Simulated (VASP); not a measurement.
Hg: single point with PBEsol

Hg:

```
Hg
1.0
     4.17876    0.00000    0.00000
     0.00000    4.17876    0.00000
     0.00000    0.00000    4.17876
Hg
1
Direct
  0.50000 0.50000 0.50000
```

```json
{
  "Program": "VASP 6.6.1",
  "Task": "single point",
  "Functional": "PBEsol",
  "Potentials or basis": "VASP PAW PBE potentials, release 64 (Hg)",
  "Cutoff": "520 eV",
  "k mesh": "6 × 6 × 6",
  "Occupations": "fermi-dirac, width 0.05 eV",
  "Spin": "no spin polarisation",
  "Dipole correction": "no",
  "Further INCAR settings": "ALGO = Normal; EDIFF = 1e-06; NBANDS = 12"
}
```

```
Pressure               : -0.5 GPa
Band gap on the k mesh : 2.38 eV, indirect (least direct gap 4.12 eV)
```

Levels at points of the mesh, in eV from the valence-band top:
```csv
k point,band 3,band 4,band 5,band 6,band 7,band 8,band 9,band 10
"(0.00, 0.00, 0.00)",-4.37,-4.37,-4.37,-2.75,7.11,7.11,7.11,8.18
"(0.50, 0.00, 0.00)",-4.43,-4.43,-4.36,-1.73,2.38,8.13,8.13,10.49
"(0.50, 0.50, 0.00)",-4.42,-4.42,-4.29,-0.84,3.54,3.54,6.95,9.12
"(0.50, 0.50, 0.50)",-4.51,-4.29,-4.29,0.00,4.60,4.60,4.60,8.64
```

Wall time 12 s on 1 thread of AMD EPYC 7R43 64-Core Processor (Zen 3) (shared host), peak memory 0.14 GiB.

Caveat: the PAW data sets were made with another functional, which shifts forces and pressure a little; spin-orbit coupling is left out, which moves the levels of the heavy elements. A k mesh can miss the band edges.
